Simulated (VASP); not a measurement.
# Sn (P4_122) in VASP: notebook, part 2 of 2

VASP 6.6.1. Earlier steps stand in the parts before.

## 3. Single point, PBE

This run uses another cell than the first one, of 35.99 Å³/atom.

INCAR reads:

```
ALGO = Fast
EDIFF = 1E-6
ENCUT = 520
GGA = PE
ISIF = 2
ISMEAR = 0
LASPH = True
LCHARG = False
LREAL = False
LWAVE = False
NBANDS = 36
NELM = 100
PREC = Accurate
SIGMA = 0.1
```

KPOINTS reads:

```
k-points
0
Gamma
  8 8 10
```

POSCAR reads:

```
Sn
1.0
    5.6209731063      0.0000000000      0.0000000000
    0.0000000000      5.6209731063      0.0000000000
    0.0000000000      0.0000000000      4.5566808444
Sn
4
Direct
    0.3408814880      0.0000000000      0.7500000000
    0.6591185120      0.0000000000      0.2500000000
    0.0000000000      0.3408814880      0.0000000000
    0.0000000000      0.6591185120      0.5000000000
```

Potentials or basis: VASP PAW PBE potentials, release 64 (Sn_d).

On the command line:

```console
> cat potpaw_PBE.64/Sn_d/POTCAR > POTCAR
> mpirun -np 1 vasp_std > vasp.out
```

OUTCAR:

```text
EDIFF = 1E-6
   ENCUT = 520
   GGA = PE
   ISIF = 2
   ISMEAR = 0
   LASPH = True
   LREAL = False
   NELM = 100
   PREC = Accurate

 ion  position               nearest neighbor table
   1  0.341  0.000  0.750-   2 2.90   2 2.90   4 2.94   3 2.94
   2  0.659  0.000  0.250-   1 2.90   1 2.90   4 2.94   3 2.94
   3  0.000  0.341  0.000-   4 2.90   4 2.90   1 2.94   2 2.94
   4  0.000  0.659  0.500-   3 2.90   3 2.90   1 2.94   2 2.94

  LATTYP: Found a simple tetragonal cell.
 ALAT       =     5.6209731063
 C/A-ratio  =     0.8106569375

  Lattice vectors:

 A1 = (   5.6209731063,   0.0000000000,   0.0000000000)
 A2 = (   0.0000000000,   5.6209731063,   0.0000000000)
 A3 = (   0.0000000000,   0.0000000000,   4.5566808444)

Analysis of symmetry for initial positions (statically):
=====================================================================
 Subroutine PRICEL returns:
 Original cell was already a primitive cell.

 Routine SETGRP: Setting up the symmetry group for a
 simple tetragonal supercell.

 Subroutine GETGRP returns: Found  8 space group operations
[... 171 lines left out ...]
  energy without entropy =      -14.73634097  energy(sigma->0) =      -14.73789904

 E-fermi :   5.0969     XC(G=0):  -8.7354

 val. band max:        5.0900477169   @ k =   0.5000   0.2500   0.0000
 cond. band min:       5.0978531591   @ k =   0.5000   0.0000   0.4000
 fundamental gap:      0.0078054422
 Fermi energy:         5.0968744899

 k-point     1 :       0.0000    0.0000    0.0000
  band No.  band energies     occupation
      1     -16.5751      2.00000
      2     -16.5751      2.00000
      3     -16.5229      2.00000
      4     -16.4971      2.00000
      5     -16.4648      2.00000
      6     -16.4547      2.00000
[... 925 lines left out ...]
     35       9.7105      0.00000
     36      10.0378      0.00000

 [... further k-points ...]

------------------------ aborting loop because EDIFF is reached ----------------------------------------

  FORCE on cell =-STRESS in cart. coord.  units (eV):
  Direction    XX          YY          ZZ          XY          YZ          ZX
  --------------------------------------------------------------------------------------
  -------------------------------------------------------------------------------------
  Total       -0.0520966     -0.0520966     -0.0563521      0.0000000      0.0000000      0.0000000
  in kB       -0.5797605     -0.5797605     -0.6271178      0.0000000      0.0000000      0.0000000
  external PRESSURE =      -0.5955463 kB  Pullay stress =       0.0000000 kB

 VOLUME and BASIS-vectors are now :
 -----------------------------------------------------------------------------
  energy-cutoff  :      520.00
  volume of cell :      143.97
      direct lattice vectors                 reciprocal lattice vectors
     5.620973106  0.000000000  0.000000000     0.177905139  0.000000000  0.000000000
     0.000000000  5.620973106  0.000000000     0.000000000  0.177905139  0.000000000
     0.000000000  0.000000000  4.556680844     0.000000000  0.000000000  0.219457986

 POSITION                                       TOTAL-FORCE (eV/Angst)
 -----------------------------------------------------------------------------------
      1.91609      0.00000      3.41751         0.006334      0.000000      0.000000
      3.70489      0.00000      1.13917        -0.006334      0.000000     -0.000000
      0.00000      1.91609      0.00000        -0.000000      0.006334     -0.000000
      0.00000      3.70489      2.27834        -0.000000     -0.006334      0.000000
 -----------------------------------------------------------------------------------
    total drift:                                0.000000     -0.000000      0.000000

  FREE ENERGIE OF THE ION-ELECTRON SYSTEM (eV)
  ---------------------------------------------------
  free  energy   TOTEN  =       -14.7394570991 eV

  energy  without entropy=      -14.7363409714  energy(sigma->0) =      -14.73789904
```

OSZICAR:

```text
N       E                     dE             d eps       ncg     rms          rms(c)
DAV:   1     0.555598385055E+03    0.55560E+03   -0.28663E+04  6560   0.224E+03
DAV:   2     0.624714836819E+02   -0.49313E+03   -0.48531E+03  6480   0.570E+02
DAV:   3    -0.112760999727E+02   -0.73748E+02   -0.72982E+02  7328   0.195E+02
DAV:   4    -0.147363222609E+02   -0.34602E+01   -0.34512E+01  7420   0.473E+01
DAV:   5    -0.148378012093E+02   -0.10148E+00   -0.10146E+00  8192   0.824E+00    0.372E+00
RMM:   6    -0.147681830161E+02    0.69618E-01   -0.58012E-02  7941   0.228E+00    0.220E+00
RMM:   7    -0.147348572863E+02    0.33326E-01   -0.95266E-02  8144   0.266E+00    0.206E-01
RMM:   8    -0.147380765982E+02   -0.32193E-02   -0.26121E-02  8272   0.128E+00    0.695E-02
RMM:   9    -0.147392025258E+02   -0.11259E-02   -0.10977E-02 10497   0.743E-01    0.812E-02
RMM:  10    -0.147394017673E+02   -0.19924E-03   -0.11441E-03  9163   0.253E-01    0.264E-02
RMM:  11    -0.147394495592E+02   -0.47792E-04   -0.35766E-04 10369   0.113E-01    0.745E-03
RMM:  12    -0.147394565577E+02   -0.69985E-05   -0.58128E-05  9506   0.398E-02    0.669E-03
RMM:  13    -0.147394567289E+02   -0.17112E-06   -0.13406E-05  7100   0.213E-02    0.345E-03
RMM:  14    -0.147394570991E+02   -0.37027E-06   -0.46417E-06  5363   0.115E-02
   1 F= -.14739457E+02 E0= -.14737899E+02  d E =-.311613E-02
```

stdout:

```text
POSCAR found type information on POSCAR Sn
 POSCAR found :  1 types and       4 ions
 scaLAPACK will be used
 LDA part: xc-table for (Slater+PW92), standard interpolation
 POSCAR, INCAR and KPOINTS ok, starting setup
 FFT: planning ... GRIDC
 FFT: planning ... GRID_SOFT
 FFT: planning ... GRID
 WAVECAR not read
 entering main loop
```

Wall time 4.4 min (1 thread of AMD EPYC 9R45 (Zen 5), shared host); peak memory 0.43 GiB.

What came out:

```yaml
Free_energy: -14.7395 eV
Pressure: -0.1 GPa
Largest_force: 0.006 eV/Å
Band_gap_on_the_k_mesh: zero (bands 28 and 29 overlap by 0.56 eV)
```

Forces on the atoms (eV/Å):
```
Sn   0.006  0.000  0.000
Sn  -0.006  0.000  0.000
Sn   0.000  0.006  0.000
Sn   0.000 -0.006  0.000
```

Levels at points of the mesh, in eV from the Fermi level:
```
           k point  band 26  band 27  band 28  band 29  band 30  band 31
(0.00, 0.00, 0.00)    -1.13    -1.13    -0.08     0.65     0.65     2.70
(0.50, 0.00, 0.00)    -1.69    -0.88    -0.72     0.16     1.22     1.99
(0.50, 0.50, 0.00)    -0.84    -0.66    -0.22    -0.22     0.99     2.37
(0.00, 0.00, 0.50)    -2.32    -1.98    -1.98     0.60     0.60     2.09
(0.50, 0.00, 0.50)    -2.20    -1.41    -1.41     0.20     0.20     1.87
(0.50, 0.50, 0.50)    -3.87    -1.52    -1.52     2.99     2.99     3.34
```

Caveat: spin-orbit coupling is left out, which moves the levels of the heavy elements.

## 4. Relaxation of cell and atoms, PBE

This run uses another cell than the first one, of 36.06 Å³/atom.

INCAR reads:

```
PREC     = Accurate       # precision mode
ENCUT    = 600            # plane-wave cutoff, eV
EDIFF    = 1E-6           # SCF threshold, eV
ISMEAR   = 0              # smearing method
SIGMA    = 0.1            # smearing width, eV
LREAL    = F              # projectors in reciprocal space
LASPH    = T              # aspherical terms in the spheres
NELM     = 60             # most SCF steps
ALGO     = Fast           # electronic algorithm
ISIF     = 3              # what is computed and relaxed
LWAVE    = F              # write WAVECAR
LCHARG   = F              # write CHGCAR
GGA      = PE             # functional
IBRION   = 2              # ionic algorithm
NSW      = 100            # ionic steps
EDIFFG   = -0.01          # ionic threshold
```

KPOINTS reads:

```
Automatic mesh
0
Gamma
  8 8 10
```

POSCAR reads:

```
Sn
1.0
    5.6064878009      0.0000000000      0.0000000000
    0.0000000000      5.6064878009      0.0000000000
    0.0000000000      0.0000000000      4.5889511631
Sn
4
Direct
    0.3412863647      0.0000000000      0.7500000000
    0.6587136353      0.0000000000      0.2500000000
    0.0000000000      0.3412863647      0.0000000000
    0.0000000000      0.6587136353      0.5000000000
```

On the command line:

```console
> cat potpaw_PBE.64/Sn_d/POTCAR > POTCAR
> mpirun -np 1 vasp_std > vasp.out
```

Run time: 62 min. Hardware: 1 thread of Oxide Virtual Turin-like, shared host; peak memory 0.53 GiB.

Results (log left out):

| Item | Value |
| --- | --- |
| Free energy | -14.7396 eV |
| Relaxed volume | 35.99 Å³/atom |
| Relaxed cell | a = 5.620 Å, b = 5.620 Å, c = 4.557 Å, α = 90.00°, β = 90.00°, γ = 90.00° |
| Space group after relaxing (to 0.1 Å) | P4_122 (No. 91) |
| Energy gained by relaxing | 0.3 meV/atom |
| Ionic steps | 14 |
| Pressure after relaxing | 0.0 GPa |
| Largest force after relaxing | 0.005 eV/Å |
| Band gap on the k mesh | zero (bands 28 and 29 overlap by 0.56 eV) |

Forces on the atoms (eV/Å):
```
Sn  -0.005  0.000  0.000
Sn   0.005  0.000  0.000
Sn   0.000 -0.005  0.000
Sn   0.000  0.005  0.000
```

The path:
```csv
step,energy change (eV),largest force (eV/Å),pressure (GPa),volume (Å³)
1,0.0000,0.0223,-0.12,144.24
2,-0.0009,0.0130,0.00,143.69
3,-0.0009,0.0225,0.08,143.55
4,-0.0009,0.0147,0.04,143.61
5,-0.0009,0.0192,0.05,143.59
6,-0.0011,0.0128,-0.01,143.77
7,-0.0011,0.0130,0.01,143.82
8,-0.0012,0.0117,0.00,143.92
9,-0.0011,0.0086,-0.08,144.12
10,-0.0012,0.0172,0.01,143.98
11,-0.0012,0.0095,-0.05,144.05
12,-0.0012,0.0169,-0.02,144.01
13,-0.0012,0.0067,0.04,143.93
14,-0.0012,0.0047,-0.03,143.95
```

Final structure:
```cif
data_structure
_symmetry_space_group_name_H-M 'P 1'
_symmetry_Int_Tables_number 1
_cell_length_a 5.6204
_cell_length_b 5.6204
_cell_length_c 4.5571
_cell_angle_alpha 90.000
_cell_angle_beta 90.000
_cell_angle_gamma 90.000
_cell_volume 143.95
loop_
_atom_site_label
_atom_site_type_symbol
_atom_site_fract_x
_atom_site_fract_y
_atom_site_fract_z
_atom_site_occupancy
Sn1 Sn 0.34100 0.00000 0.75000 1
Sn2 Sn 0.65900 0.00000 0.25000 1
Sn3 Sn 0.00000 0.34100 0.00000 1
Sn4 Sn 0.00000 0.65900 0.50000 1
```

Levels at points of the mesh, in eV from the Fermi level:
```
           k point  band 25  band 26  band 27  band 28  band 29  band 30  band 31  band 32
(0.00, 0.00, 0.00)    -2.28    -1.13    -1.13    -0.08     0.64     0.64     2.69     2.69
(0.50, 0.00, 0.00)    -2.10    -1.69    -0.88    -0.73     0.16     1.22     1.99     3.31
(0.50, 0.50, 0.00)    -1.67    -0.84    -0.67    -0.22    -0.22     0.99     2.37     2.37
(0.00, 0.00, 0.50)    -2.32    -2.32    -1.98    -1.98     0.61     0.61     2.09     2.09
(0.50, 0.00, 0.50)    -2.20    -2.20    -1.41    -1.41     0.20     0.20     1.87     1.87
(0.50, 0.50, 0.50)    -3.88    -3.88    -1.52    -1.52     2.99     2.99     3.34     3.34
```

Caveat: spin-orbit coupling is left out, which moves the levels of the heavy elements.

## 5. Overview

```csv
task,cell,k mesh,cutoff (eV),gap on the mesh (eV),pressure (GPa),relaxed volume (Å³/atom)
relaxation of cell and atoms,"relaxed from a = 5.454, b = 5.454, c = 4.210 Å, 4 atoms, atomic positions A",4 × 4 × 4,600,none,0.0,35.91
single point,"a = 5.621, b = 5.621, c = 4.557 Å, 4 atoms, atomic positions B",8 × 8 × 10,520,none,-0.1,-
relaxation of cell and atoms,"relaxed from a = 5.606, b = 5.606, c = 4.589 Å, 4 atoms, atomic positions B",8 × 8 × 10,600,none,0.0,35.99
```

Alike in all rows: level PBE; potentials or basis VASP PAW PBE potentials, release 64 (Sn_d); no spin polarisation; smearing gaussian 0.1 eV.

Caveats: some runs use coarse meshes; spin-orbit coupling is left out, which moves the levels of the heavy elements.

Total energies depend on the potentials used, so only differences within one code and one set of settings carry meaning.
